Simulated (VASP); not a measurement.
# Ge (P6_3/mmc) in VASP: notebook, part 3 of 3

VASP 6.6.1.

## Step 4: Single point, PBE (volume scaled by 1.02)

File INCAR:

```
SYSTEM = Ge
ALGO     = Normal         ! electronic algorithm
EDIFF    = 1E-6           ! SCF threshold, eV
ENCUT    = 520            ! plane-wave cutoff, eV
GGA      = PE             ! functional
ISIF     = 2              ! what is computed and relaxed
ISMEAR   = -1             ! smearing method
LASPH    = .TRUE.         ! aspherical terms in the spheres
LCHARG   = .TRUE.         ! write CHGCAR
LELF     = .TRUE.         ! ELF
LREAL    = .FALSE.        ! projectors in reciprocal space
LVHAR    = .TRUE.       
LWAVE    = .FALSE.        ! write WAVECAR
NBANDS   = 36             ! bands
NELM     = 80             ! most SCF steps
PREC     = Accurate       ! precision mode
SIGMA    = 0.05           ! smearing width, eV
```

File KPOINTS:

```
k-points
0
G
  8 8 4
  0 0 0
```

File POSCAR:

```
Ge
1.0
    4.0240606931      0.0000000000      0.0000000000
   -2.0120303466      3.4849387866      0.0000000000
    0.0000000000      0.0000000000      6.6430837134
Ge
4
Direct
    0.3333333333      0.6666666667      0.9370987500
    0.6666666667      0.3333333333      0.4370987500
    0.3333333333      0.6666666667      0.5629012500
    0.6666666667      0.3333333333      0.0629012500
```

Potentials or basis: VASP PAW PBE potentials, release 64 (Ge_d).

Command:

```sh
> cat potpaw_PBE.64/Ge_d/POTCAR > POTCAR
> mpirun -np 1 vasp_std > vasp.out
```

OUTCAR:

```text
SYSTEM = Ge
   EDIFF = 1E-6
   ENCUT = 520
   GGA = PE
   ISIF = 2
   ISMEAR = -1
   LASPH = .TRUE.
   LREAL = .FALSE.
   NELM = 80
   PREC = Accurate

 ion  position               nearest neighbor table
   1  0.333  0.667  0.937-   4 2.47   4 2.47   4 2.47   3 2.49
   2  0.667  0.333  0.437-   3 2.47   3 2.47   3 2.47   4 2.49
   3  0.333  0.667  0.563-   2 2.47   2 2.47   2 2.47   1 2.49
   4  0.667  0.333  0.063-   1 2.47   1 2.47   1 2.47   2 2.49

  LATTYP: Found a hexagonal cell.
 ALAT       =     4.0240606931
 C/A-ratio  =     1.6508408347

  Lattice vectors:
[... 1127 lines left out ...]

 [... further k-points ...]
[... 5 lines left out ...]
  --------------------------------------------------------------------------------------
  -------------------------------------------------------------------------------------
  Total        0.9114272      0.9114272      0.7689627     -0.0000000      0.0000000      0.0000000
  in kB       15.6748415     15.6748415     13.2247196     -0.0000000      0.0000000      0.0000000
  external PRESSURE =      14.8581342 kB  Pullay stress =       0.0000000 kB

 VOLUME and BASIS-vectors are now :
 -----------------------------------------------------------------------------
  energy-cutoff  :      520.00
  volume of cell :       93.16
      direct lattice vectors                 reciprocal lattice vectors
     4.024060693  0.000000000  0.000000000     0.248505198  0.143474543  0.000000000
    -2.012030347  3.484938787  0.000000000     0.000000000  0.286949086  0.000000000
     0.000000000  0.000000000  6.643083713     0.000000000  0.000000000  0.150532500

 POSITION                                       TOTAL-FORCE (eV/Angst)
 -----------------------------------------------------------------------------------
     -0.00000      2.32329      6.22523         0.000000      0.000000     -0.009601
      2.01203      1.16165      2.90368        -0.000000     -0.000000     -0.009601
     -0.00000      2.32329      3.73940         0.000000      0.000000      0.009601
      2.01203      1.16165      0.41786        -0.000000      0.000000      0.009601
 -----------------------------------------------------------------------------------
    total drift:                               -0.000000      0.000000     -0.000000

  FREE ENERGIE OF THE ION-ELECTRON SYSTEM (eV)
  ---------------------------------------------------
  free  energy   TOTEN  =       -17.9855251463 eV

  energy  without entropy=      -17.9843732500  energy(sigma->0) =      -17.98494920
```

stdout:

```text
POSCAR found type information on POSCAR Ge
 POSCAR found :  1 types and       4 ions
 scaLAPACK will be used
 LDA part: xc-table for (Slater+PW92), standard interpolation
 POSCAR, INCAR and KPOINTS ok, starting setup
 FFT: planning ... GRIDC
 FFT: planning ... GRID_SOFT
 FFT: planning ... GRID
 WAVECAR not read
 entering main loop
```

It took 52 s on 1 thread of Intel Xeon Platinum 8488C (Sapphire Rapids), shared host; peak memory 0.23 GiB.

What came out:

```
Free energy            : -17.9855 eV
Pressure               : 1.5 GPa
Largest force          : 0.010 eV/Å
Band gap on the k mesh : 0.20 eV, indirect (least direct gap 0.24 eV)
```

Forces in eV/Å, atoms in the order of the input:
```
Ge   0.000  0.000 -0.010
Ge   0.000  0.000 -0.010
Ge   0.000  0.000  0.010
Ge   0.000  0.000  0.010
```

Caveat: the cell differs from its parent crystal (volume scaled by 1.02).

## Step 5: Single point, PBE (volume scaled by 1.06)

File INCAR:

```
SYSTEM = Ge
ALGO = Normal ; EDIFF = 1E-7
ENCUT = 520 ; GGA = PE
ISIF = 2 ; ISMEAR = -1
LASPH = .True. ; LCHARG = .False.
LREAL = .False. ; LWAVE = .False.
NBANDS = 36 ; NELM = 60
PREC = Accurate ; SIGMA = 0.05
```

File KPOINTS:

```
k-points
0
Gamma
  8 8 4
  0 0 0
```

File POSCAR:

```
Ge
1.0
    4.0759897844      0.0000000000      0.0000000000
   -2.0379948922      3.5299106989      0.0000000000
    0.0000000000      0.0000000000      6.7288103778
Ge
4
Direct
    0.3333333333      0.6666666667      0.9370987500
    0.6666666667      0.3333333333      0.4370987500
    0.3333333333      0.6666666667      0.5629012500
    0.6666666667      0.3333333333      0.0629012500
```

Command:

```sh
> cat potpaw_PBE.64/Ge_d/POTCAR > POTCAR
> mpirun -np 1 vasp_std > vasp.out
```

Run time: 58 s. Hardware: 1 thread of Intel Xeon Platinum 8488C (Sapphire Rapids), shared host; peak memory 0.23 GiB.

Results (log left out):

| Property | Result |
| --- | --- |
| Free energy | -17.9936 eV |
| Pressure | -0.8 GPa |
| Largest force | 0.007 eV/Å |
| Band gap on the k mesh | 0.12 eV, indirect (least direct gap 0.20 eV) |

Forces in eV/Å, atoms in the order of the input:
```
Ge   0.000  0.000  0.007
Ge   0.000  0.000  0.007
Ge   0.000  0.000 -0.007
Ge   0.000  0.000 -0.007
```

Stress tensor (GPa, compression positive):
```
-0.71  0.00  0.00
 0.00 -0.71  0.00
 0.00  0.00 -1.02
```

Levels at points of the mesh, in eV from the valence-band top:
```csv
k point,band 25,band 26,band 27,band 28,band 29,band 30,band 31,band 32
"(0.00, 0.00, 0.00)",-1.24,-0.38,-0.07,0.00,0.25,0.25,2.41,2.41
"(0.50, 0.00, 0.00)",-4.13,-2.72,-2.45,-1.21,0.75,1.62,3.71,3.83
"(0.00, 0.00, 0.50)",-0.65,-0.65,-0.65,-0.65,0.66,0.66,3.47,3.47
"(0.50, 0.00, 0.50)",-2.26,-2.26,-2.10,-2.10,0.64,0.64,2.31,2.31
```

Caveat: the cell differs from its parent crystal (volume scaled by 1.06).

## Step 6: Single point, PBE

This run uses another cell than the first one, of 23.89 Å³/atom, 1.046 times its volume.

File INCAR:

```
SYSTEM = Ge
  PREC = Accurate
  ENCUT = 520
  EDIFF = 1E-7
  ISMEAR = -1
  SIGMA = 0.05
  LREAL = .FALSE.
  LASPH = .TRUE.
  NELM = 80
  ALGO = Normal
  ISIF = 2
  LWAVE = .FALSE.
  LCHARG = .FALSE.
  GGA = PE
  NBANDS = 36
```

File KPOINTS:

```
Automatic mesh
0
G
  8 8 4
  0 0 0
```

File POSCAR:

```
Ge
1.0
    4.0621095985      0.0000000000      0.0000000000
   -2.0310547993      3.5178901053      0.0000000000
    0.0000000000      0.0000000000      6.6862536522
Ge
4
Direct
    0.3333333333      0.6666666667      0.9373279281
    0.6666666667      0.3333333333      0.4373279281
    0.3333333333      0.6666666667      0.5626720719
    0.6666666667      0.3333333333      0.0626720719
```

Potentials or basis: VASP PAW PBE potentials, release 64 (Ge_d).

Command:

```sh
> cat potpaw_PBE.64/Ge_d/POTCAR > POTCAR
> mpirun -np 1 vasp_std > vasp.out
```

Wall time 45 s (1 thread of Intel Xeon 6975P-C (Granite Rapids), shared host); peak memory 0.23 GiB.

The run converged. Its results:

| Quantity | Value |
| --- | --- |
| Free energy | -17.9969 eV |
| Pressure | -0.1 GPa |
| Largest force | 0.004 eV/Å |
| Band gap on the k mesh | 0.11 eV, indirect (least direct gap 0.21 eV) |

Forces in eV/Å, atoms in the order of the input:
```
Ge   0.000  0.000 -0.004
Ge   0.000  0.000 -0.004
Ge   0.000  0.000  0.004
Ge   0.000  0.000  0.004
```

Levels at points of the mesh, in eV from the valence-band top:
```
           k point  band 25  band 26  band 27  band 28  band 29  band 30  band 31  band 32
(0.00, 0.00, 0.00)    -1.29    -0.28    -0.09     0.00     0.23     0.23     2.39     2.39
(0.50, 0.00, 0.00)    -4.21    -2.79    -2.51    -1.24     0.70     1.66     3.72     3.82
(0.00, 0.00, 0.50)    -0.69    -0.69    -0.69    -0.69     0.66     0.66     3.46     3.46
(0.50, 0.00, 0.50)    -2.29    -2.29    -2.16    -2.16     0.64     0.64     2.29     2.29
```

A k mesh can miss the band edges.

## Step 7: Overview

| level | potentials or basis | cell | gap on the mesh (eV) | pressure (GPa) | largest force (eV/Å) |
| --- | --- | --- | --- | --- | --- |
| LDA | VASP PAW LDA potentials, release 64 (Ge_d) | a = 3.998, b = 3.998, c = 6.599 Å, angles 90.0, 90.0, 120.0°, 4 atoms | 0.17 | -1.8 | - |
| PBE | VASP PAW PBE potentials, release 64 (Ge_d) | a = 3.944, b = 3.944, c = 6.510 Å, angles 90.0, 90.0, 120.0°, 4 atoms | none | 6.0 | 0.02 |
| PBE | VASP PAW PBE potentials, release 64 (Ge_d) | a = 4.024, b = 4.024, c = 6.643 Å, angles 90.0, 90.0, 120.0°, 4 atoms | 0.20 | 1.5 | 0.01 |
| PBE | VASP PAW PBE potentials, release 64 (Ge_d) | a = 4.076, b = 4.076, c = 6.729 Å, angles 90.0, 90.0, 120.0°, 4 atoms | 0.12 | -0.8 | 0.01 |
| PBE | VASP PAW PBE potentials, release 64 (Ge_d) | a = 4.062, b = 4.062, c = 6.686 Å, angles 90.0, 90.0, 120.0°, 4 atoms | 0.11 | -0.1 | - |

Alike in all rows: task single point; no spin polarisation; k mesh 8 × 8 × 4; cutoff (eV) 520; smearing fermi-dirac 0.05 eV.

Absolute energies hang on the potentials; compare differences alone.
